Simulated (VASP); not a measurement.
# ZrC (Fm-3m) in VASP: notebook, part 2 of 2

VASP 6.6.1. Earlier steps stand in the parts before.

**5. Relaxation of cell and atoms, PBEsol, target pressure 45 GPa, at which the enthalpy is minimised**

Contents of INCAR:

```
PREC = Accurate
ENCUT = 600
EDIFF = 1E-7
ISMEAR = 1
SIGMA = 0.05
LREAL = F
LASPH = T
NELM = 60
ALGO = Normal
ISIF = 3
LWAVE = F
LCHARG = F
GGA = PS
IBRION = 2
NSW = 80
EDIFFG = -0.02
PSTRESS = 450.0
```

Contents of KPOINTS:

```
Automatic mesh
0
Gamma
  8 8 8
```

Contents of POSCAR:

```
ZrC
1.0
    0.0000000000      2.3650000000      2.3650000000
    2.3650000000      0.0000000000      2.3650000000
    2.3650000000      2.3650000000      0.0000000000
Zr C
1 1
Direct
    0.5000000000      0.5000000000      0.5000000000
    0.0000000000      0.0000000000      0.0000000000
```

Potentials or basis: VASP PAW PBE potentials, release 64 (Zr_sv, C).

The run is started by

```
$ cat potpaw_PBE.64/Zr_sv/POTCAR potpaw_PBE.64/C/POTCAR > POTCAR
$ mpirun -np 1 vasp_std > vasp.out
```

OUTCAR:

```text
PREC = Accurate
   ENCUT = 600
   EDIFF = 1E-7
   ISMEAR = 1
   LREAL = F
   LASPH = T
   NELM = 60
   ISIF = 3
   GGA = PS
   IBRION = 2
   NSW = 80
   EDIFFG = -0.02
   PSTRESS = 450.0

 ion  position               nearest neighbor table
   1  0.500  0.500  0.500-   2 2.37   2 2.37   2 2.37   2 2.37   2 2.37   2 2.37
   2  0.000  0.000  0.000-   1 2.37   1 2.37   1 2.37   1 2.37   1 2.37   1 2.37

  LATTYP: Found a face centered cubic cell.
 ALAT       =     4.7300000000

  Lattice vectors:

 A1 = (   0.0000000000,   2.3650000000,   2.3650000000)
 A2 = (   2.3650000000,   0.0000000000,   2.3650000000)
 A3 = (   2.3650000000,   2.3650000000,   0.0000000000)

Analysis of symmetry for initial positions (statically):
=====================================================================
 Subroutine PRICEL returns:
 Original cell was already a primitive cell.

 Routine SETGRP: Setting up the symmetry group for a
 face centered cubic supercell.

 Subroutine GETGRP returns: Found 48 space group operations
 (whereof 48 operations were pure point group operations)
 out of a pool of 48 trial point group operations.

The static configuration has the point symmetry O_h .

Analysis of symmetry for dynamics (positions and initial velocities):
=====================================================================
 Subroutine PRICEL returns:
 Original cell was already a primitive cell.

 Routine SETGRP: Setting up the symmetry group for a
 face centered cubic supercell.

 Subroutine GETGRP returns: Found 48 space group operations
 (whereof 48 operations were pure point group operations)
 out of a pool of 48 trial point group operations.

The dynamic configuration has the point symmetry O_h .

 Subroutine INISYM returns: Found 48 space group operations
 (whereof 48 operations are pure point group operations),
 and found     1 'primitive' translations

----------------------------------------------------------------------------------------

                                     Primitive cell

  volume of cell :      26.4560

  direct lattice vectors                    reciprocal lattice vectors
     0.000000000  2.365000000  2.365000000    -0.211416490  0.211416490  0.211416490
     2.365000000  0.000000000  2.365000000     0.211416490 -0.211416490  0.211416490
     2.365000000  2.365000000  0.000000000     0.211416490  0.211416490 -0.211416490

  length of vectors
     3.344615075  3.344615075  3.344615075     0.366184103  0.366184103  0.366184103

  position of ions in fractional coordinates (direct lattice)
     0.500000000  0.500000000  0.500000000
     0.000000000  0.000000000  0.000000000

  ion indices of the primitive-cell ions
   primitive index   ion index
                 1           1
                 2           2

----------------------------------------------------------------------------------------

 KPOINTS: Automatic mesh

Automatic generation of k-mesh.
 Grid dimensions read from file:
 generate k-points for:    8    8    8

 Generating k-lattice:

  Cartesian coordinates                     Fractional coordinates (reciprocal lattice)
    -0.026427061  0.026427061  0.026427061     0.125000000  0.000000000  0.000000000
     0.026427061 -0.026427061  0.026427061     0.000000000  0.125000000  0.000000000
     0.026427061  0.026427061 -0.026427061     0.000000000  0.000000000  0.125000000

  Length of vectors
     0.045773013  0.045773013  0.045773013

  Shift w.r.t. Gamma in fractional coordinates (k-lattice)
     0.000000000  0.000000000  0.000000000

 Subroutine IBZKPT returns following result:
 ===========================================

 Found     29 irreducible k-points:

 Following reciprocal coordinates:
            Coordinates               Weight
  0.000000  0.000000  0.000000      1.000000
  0.125000  0.000000  0.000000      8.000000
  0.250000  0.000000  0.000000      8.000000
  0.375000  0.000000  0.000000      8.000000
  0.500000  0.000000  0.000000      4.000000
  0.125000  0.125000  0.000000      6.000000
[... 16 lines left out ...]
  0.500000  0.250000  0.125000     48.000000
 -0.375000  0.250000  0.125000     24.000000
 [... further k-points ...]
   k-points           NKPTS =     29   k-points in BZ     NKDIM =     29   number of bands    NBANDS=     12
   number of dos      NEDOS =    301   number of ions     NIONS =      2
   total plane-waves  NPLWV =  21952
   dimension x,y,z NGX =    28 NGY =   28 NGZ =   28
   dimension x,y,z NGXF=    56 NGYF=   56 NGZF=   56
   ions per type =               1   1
   NGX,Y,Z   is equivalent  to a cutoff of  13.92, 13.92, 13.92 a.u.
   NGXF,Y,Z  is equivalent  to a cutoff of  27.84, 27.84, 27.84 a.u.
 SYSTEM =  unknown system
   PREC   = accura    normal or accurate (medium, high low for compatibility)
   ISTART =      0    job   : 0-new  1-cont  2-samecut
   ICHARG =      2    charge: 1-file 2-atom 10-const
   ISPIN  =      1    spin polarized calculation?
   LNONCOLLINEAR =      F non collinear calculations
   LSORBIT =      F    spin-orbit coupling
   LASPH  =      T    aspherical Exc in radial PAW
   ENCUT  =  600.0 eV  44.10 Ry    6.64 a.u.   6.68  6.68  6.68*2*pi/ulx,y,z
   NELM   =     60;   NELMIN=  2; NELMDL= -5     # of ELM steps
   EDIFF  = 0.1E-06   stopping-criterion for ELM
   LREAL  =      F    real-space projection
   EDIFFG = -.2E-01   stopping-criterion for IOM
   NSW    =     80    number of steps for IOM
   IBRION =      2    ionic relax: 0-MD 1-quasi-New 2-CG
   NFREE  =      1    steps in history (QN), initial steepest desc. (CG)
   ISIF   =      3    stress and relaxation
   ISYM   =      2    0-nonsym 1-usesym 2-fastsym
   POTIM  = 0.5000    time-step for ionic-motion
   TEBEG  =    0.0;   TEEND  =   0.0 temperature during run
   PSTRESS=  450.0 pullay stress
   NELECT =      16.0000    total number of electrons
   NUPDOWN=      -1.0000    fix difference up-down
   EMIN   =  10.00;   EMAX   =-10.00  energy-range for DOS
   EFERMI =   0.00;   METHOD = LEGACY
   ISMEAR =     1;   SIGMA  =   0.05  broadening in eV -4-tet -1-fermi 0-gaus
   EFERMI_NEDOS =   21; number of points for ismear=-14 and -15
   IALGO  =     38    algorithm
   IMIX   =      4    mixing-type and parameters
     AMIX     =   0.40;   BMIX     =  1.00
     AMIX_MAG =   1.60;   BMIX_MAG =  1.00
  volume/ion in A,a.u.               =      13.23        89.27
  Fermi-wavevector in a.u.,A,eV,Ry     =   1.384439  2.616209 26.077880  1.916670
  Thomas-Fermi vector in A             =   2.508943
   LORBIT       =      0    0 simple, 1 ext, 2 COOP (PROOUT), +10 PAW based schemes
   GGA     = PS    functional components
   LHFCALC =     F    Hartree Fock is set to
   AEXX    =    0.0000 exact exchange contribution
   IVDW    =     0    specifies the selected vdW correction
   LEPSILON=     F    determine dielectric tensor
   LRPA    =     F    only Hartree local field effects (RPA)
 conjugate gradient relaxation of ions
 non-spin polarized calculation
 Methfessel and Paxton  Order N= 1 SIGMA  =   0.05
  energy-cutoff  :      600.00
  volume of cell :       26.46
 maximum number of plane-waves:       903
   NGX = 13   NGY = 13   NGZ = 13

--------------------------------------- Ionic step        1  -------------------------------------------

 number of electron      16.0000000 magnetization

 Free energy of the ion-electron system (eV)
  ---------------------------------------------------
  ext. energy  EPLUGINS =         0.00000000
  ---------------------------------------------------
  free energy    TOTEN  =       -20.54585184 eV

  energy without entropy =      -20.54557587  energy(sigma->0) =      -20.54575985

 E-fermi :   9.2225     XC(G=0): -12.1872

 val. band max:        9.1219056318   @ k =   0.3750   0.3750   0.0000
 cond. band min:       9.2228176287   @ k =   0.1250   0.1250   0.0000
 fundamental gap:      0.1009119969
 Fermi energy:         9.2225074391

 k-point     1 :       0.0000    0.0000    0.0000
  band No.  band energies     occupation
      1     -38.7704      2.00000
      2     -16.5235      2.00000
      3     -16.5235      2.00000
      4     -16.5235      2.00000
      5      -1.9361      2.00000
      6      10.2265      0.00000
      7      10.2265      0.00000
      8      10.2265      0.00000
      9      10.3275      0.00000
     10      10.3275      0.00000
     11      10.3275      0.00000
     12      12.0289      0.00000
[... 494 lines left out ...]
  enthalpy is  TOTEN    =       -13.9412807889 eV   P V=        6.2972886687

--------------------------------------- Ionic step        5  -------------------------------------------

 number of electron      16.0000000 magnetization

 Free energy of the ion-electron system (eV)
  ---------------------------------------------------
  ext. energy  EPLUGINS =         0.00000000
  ---------------------------------------------------
  free energy    TOTEN  =       -20.14600321 eV

  energy without entropy =      -20.14567765  energy(sigma->0) =      -20.14589469

 E-fermi :  11.4746     XC(G=0): -13.1007

 val. band max:       11.3451678325   @ k =   0.1250   0.1250   0.0000
 cond. band min:      11.4746817990   @ k =   0.3750   0.3750   0.0000
 fundamental gap:      0.1295139665
 Fermi energy:        11.4746364205

 k-point     1 :       0.0000    0.0000    0.0000
  band No.  band energies     occupation
      1     -35.9189      2.00000
      2     -13.4960      2.00000
      3     -13.4960      2.00000
      4     -13.4960      2.00000
      5      -0.3146      2.00000
      6      12.4707     -0.00000
      7      12.4707     -0.00000
      8      12.4707     -0.00000
      9      12.5535      0.00000
     10      12.5535      0.00000
     11      12.5535      0.00000
     12      14.7542      0.00000
[... 374 lines left out ...]
  FREE ENERGIE OF THE ION-ELECTRON SYSTEM (eV)
  ---------------------------------------------------
  free  energy   TOTEN  =       -20.1460032066 eV

  energy  without entropy=      -20.1456776528  energy(sigma->0) =      -20.14589469

  enthalpy is  TOTEN    =       -13.9480128426 eV   P V=        6.1979903640

 reached required accuracy - stopping structural energy minimisation
```

OSZICAR:

```text
N       E                     dE             d eps       ncg     rms          rms(c)
DAV:   1     0.113448017772E+03    0.11345E+03   -0.95807E+03   696   0.151E+03
DAV:   2    -0.153264492604E+02   -0.12877E+03   -0.12123E+03   800   0.350E+02
DAV:   3    -0.234053891121E+02   -0.80789E+01   -0.79832E+01  1200   0.769E+01
[... 58 lines left out ...]
DAV:   6    -0.201459946640E+02   -0.93451E-04   -0.88340E-05  1112   0.721E-02    0.223E-02
DAV:   7    -0.201460024224E+02   -0.77584E-05   -0.61163E-06   812   0.251E-02    0.808E-03
DAV:   8    -0.201460027041E+02   -0.28178E-06   -0.49247E-07   824   0.752E-03    0.454E-03
DAV:   9    -0.201460032425E+02   -0.53839E-06   -0.33843E-07   644   0.820E-03    0.126E-03
DAV:  10    -0.201460032066E+02    0.35943E-07   -0.70131E-09   352   0.115E-03
   5 F= -.13948013E+02 E0= -.13947904E+02  d E =-.832786E+00
```

CONTCAR:

```text
ZrC
   1.00000000000000
    -0.0000000000000000    2.2262451681964475    2.2262451681964475
     2.2262451681964475   -0.0000000000000000    2.2262451681964475
     2.2262451681964475    2.2262451681964475   -0.0000000000000000
  Zr              C
     1     1
Direct
     0.5000000000000000    0.5000000000000000    0.5000000000000000
     0.0000000000000000    0.0000000000000000    0.0000000000000000

  0.00000000E+00  0.00000000E+00  0.00000000E+00
  0.00000000E+00  0.00000000E+00  0.00000000E+00
```

Wall time 1.7 min (1 thread of Intel Xeon 8259CL, shared host); peak memory 0.18 GiB.

What came out:

- Free energy: -20.1460 eV
- Relaxed volume: 11.03 Å³/atom
- Relaxed cell: a = 3.148 Å, b = 3.148 Å, c = 3.148 Å, α = 60.00°, β = 60.00°, γ = 60.00°
- Space group after relaxing (to 0.05 Å): Fm-3m (No. 225)
- Energy change on relaxing (the enthalpy is what falls): +199.9 meV/atom
- Ionic steps: 5
- Pressure after relaxing: 45.1 GPa
- Band gap on the k mesh: zero (band 8 reaches 12.47 eV, above the bottom of band 9 at 11.10 eV)

The path:
| step | energy change (eV) | largest force (eV/Å) | pressure (GPa) | volume (Å³) |
| --- | --- | --- | --- | --- |
| 1 | 0.0000 | 0.0000 | -8.23 | 26.46 |
| 2 | 13.1028 | 0.0000 | 562.68 | 12.94 |
| 3 | 0.1724 | 0.0000 | 28.54 | 23.06 |
| 4 | 0.3073 | 0.0000 | 38.86 | 22.42 |
| 5 | 0.3998 | 0.0000 | 45.12 | 22.07 |

Final structure:
```
Zr C
1.0
     0.00000    2.22625    2.22625
     2.22625    0.00000    2.22625
     2.22625    2.22625    0.00000
Zr C
1 1
Cartesian
  2.2262 2.2262 2.2262
  0.0000 0.0000 0.0000
```

Levels at points of the mesh, in eV from the Fermi level:
```tsv
k point	band 6	band 7	band 8	band 9	band 10	band 11
(0.00, 0.00, 0.00)	1.00	1.00	1.00	1.08	1.08	1.08
(0.50, 0.00, 0.00)	-5.99	-3.54	-3.54	5.41	5.41	6.41
(0.50, 0.50, 0.00)	-2.41	-1.64	0.31	0.31	5.37	6.93
```

Caveat: the cell is relaxed towards a set pressure, so the enthalpy falls and the energy may rise; the volume moved by over 15 % at a fixed basis, so the end points are rough; the PAW data sets were made with another functional, which shifts forces and pressure a little.

**6. Summary**

```tsv
cell	gap on the mesh (eV)	pressure (GPa)
relaxed	none	-0.2
relaxed to 15 GPa	none	15.2
relaxed to 30 GPa	none	30.0
relaxed to 45 GPa	none	45.1
```

Alike in all rows: task relaxation of cell and atoms; level PBEsol; potentials or basis VASP PAW PBE potentials, release 64 (Zr_sv, C); no spin polarisation; k mesh 8 × 8 × 8; cutoff (eV) 600; smearing methfessel-paxton 0.05 eV.

Caveats: the PAW data sets were made with another functional, which shifts forces and pressure a little; the cell is relaxed towards a set pressure, so the enthalpy falls and the energy may rise (some runs); the volume moved by over 15 % at a fixed basis, so the end points are rough (some runs).

Total energies depend on the potentials used, so only differences within one code and one set of settings carry meaning.
